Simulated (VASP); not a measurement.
## Se: single point with PBE+D4

Crystal: Se.

```
Se
1.0
     5.42764    3.13365    1.46964
    -5.42764    3.13365    1.46964
     0.00000   -6.26730    1.46964
Se
6
Direct
  0.82981 0.69490 0.08284
  0.69490 0.08284 0.82981
  0.08284 0.82981 0.69490
  0.17019 0.30510 0.91716
  0.30510 0.91716 0.17019
  0.91716 0.17019 0.30510
```

```
Program             : VASP 6.6.1
Task                : single point
Functional          : PBE
Dispersion          : D4
Potentials or basis : VASP PAW PBE potentials, release 64 (Se)
Cutoff              : 520 eV
k mesh              : 6 × 6 × 6
Occupations         : fermi-dirac, width 0.02 eV
Spin                : no spin polarisation
```

```yaml
Pressure: 0.1 GPa
Largest_force: 0.024 eV/Å
Band_gap_on_the_k_mesh: 1.02 eV (least direct gap 1.09 eV)
Dispersion_energy_per_atom: -0.382 eV
```

Forces in eV/Å, atoms in the order of the input:
```
Se   0.005 -0.018 -0.014
Se  -0.018  0.005 -0.014
Se   0.014  0.013 -0.014
Se  -0.005  0.018  0.014
Se   0.018 -0.005  0.014
Se  -0.014 -0.013  0.014
```

Stress tensor (GPa, compression positive):
```
0.16 0.00 0.00
0.00 0.16 0.00
0.00 0.00 0.04
```

Levels at points of the mesh, in eV from the valence-band top:
```
           k point  band 14  band 15  band 16  band 17  band 18  band 19  band 20  band 21  band 22  band 23
(0.00, 0.00, 0.00)    -1.56    -0.90    -0.90    -0.56    -0.56     2.01     2.01     2.39     2.55     2.82
(0.50, 0.00, 0.00)    -1.56    -1.40    -0.83    -0.33     0.00     1.52     1.60     2.56     2.74     2.97
(0.50, 0.50, 0.00)    -1.85    -1.44    -1.38    -1.06    -0.10     1.27     1.45     1.95     2.91     3.44
(0.50, 0.50, 0.50)    -1.73    -1.73    -1.21    -1.21    -0.39     1.45     1.48     1.48     3.60     4.33
```

Wall time 2.5 min on 1 thread of Intel(R) Xeon(R) Platinum 8488C (Sapphire Rapids), on a shared host, peak memory 0.36 GiB.

A k mesh can miss the band edges.
